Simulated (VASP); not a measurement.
# Ga: single point with PBE

Ga:

```
Ga
1.0
     2.28654   -3.87009    0.00000
     2.28654    3.87009    0.00000
     0.00000    0.00000    4.58875
Ga
4
Cartesian
  2.2865 -2.6602 0.3774
  2.2865 -1.2099 2.6718
  2.2865 2.6602 4.2113
  2.2865 1.2099 1.9170
```

```
Program                : VASP 6.6.1
Task                   : single point
Functional             : PBE
Potentials or basis    : VASP PAW PBE potentials, release 64 (Ga_d)
Cutoff                 : 520 eV
k mesh                 : 12 × 12 × 10
Occupations            : gaussian, width 0.1 eV
Spin                   : no spin polarisation
Dipole correction      : no
Further INCAR settings : ALGO = Fast; EDIFF = 1e-07; NBANDS = 34
```

```yaml
Pressure: 0.1 GPa
Band_gap_on_the_k_mesh: zero (bands 26 and 27 overlap by 1.35 eV)
```

Levels at points of the mesh, in eV from the Fermi level:
| k point | band 23 | band 24 | band 25 | band 26 | band 27 | band 28 | band 29 | band 30 |
| --- | --- | --- | --- | --- | --- | --- | --- | --- |
| (0.00, 0.00, 0.00) | -3.63 | -1.82 | -1.61 | -0.62 | 0.92 | 0.96 | 1.17 | 4.88 |
| (0.50, 0.00, 0.00) | -3.38 | -3.38 | -1.27 | -1.27 | 0.74 | 0.74 | 4.02 | 4.02 |
| (0.50, 0.50, 0.00) | -4.16 | -3.10 | -1.78 | -1.45 | 1.14 | 1.29 | 3.18 | 3.71 |
| (0.00, 0.00, 0.50) | -0.31 | -0.31 | 0.06 | 0.06 | 0.12 | 0.12 | 2.05 | 2.05 |
| (0.50, 0.00, 0.50) | -6.07 | -6.07 | -1.41 | -1.41 | 0.55 | 0.55 | 6.96 | 6.96 |
| (0.50, 0.50, 0.50) | -5.20 | -5.20 | -1.16 | -1.16 | -0.90 | -0.90 | 6.44 | 6.44 |

Run time: 15 min on 1 thread of Intel(R) Xeon(R) Platinum 8488C (Sapphire Rapids) (shared host), peak memory 0.58 GiB.
